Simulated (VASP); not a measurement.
Crystal: LiH.

```
Li H
1.0
     2.78155    0.00000    0.00000
    -1.39077    2.40889    0.00000
     0.00000    0.00000    4.87296
Li H
2 2
Direct
  0.00000 0.00000 0.00000
  0.00000 0.00000 0.50000
  0.33333 0.66667 0.25000
  0.66667 0.33333 0.75000
```

Base run:

| Property | Result |
| --- | --- |
| Program | VASP 6.6.1 |
| Functional | r2SCAN |
| Potentials or basis | VASP PAW PBE potentials, release 64 (Li_sv, H) |
| Cutoff | 520 eV |
| k mesh | 12 × 12 × 6 |
| Occupations | gaussian, width 0.01 eV |
| Spin | no spin polarisation |

Its results: band gap on the k mesh 5.01 eV (least direct gap 5.61 eV).

Problem. The run is repeated on the same cell with these changes: functional from r2SCAN to PBE; occupations from gaussian, width 0.01 eV to fermi-dirac, width 0.02 eV. What comes out?

Solution. Band gap on the k mesh 4.36 eV (least direct gap 4.96 eV).

A k mesh can miss the band edges.
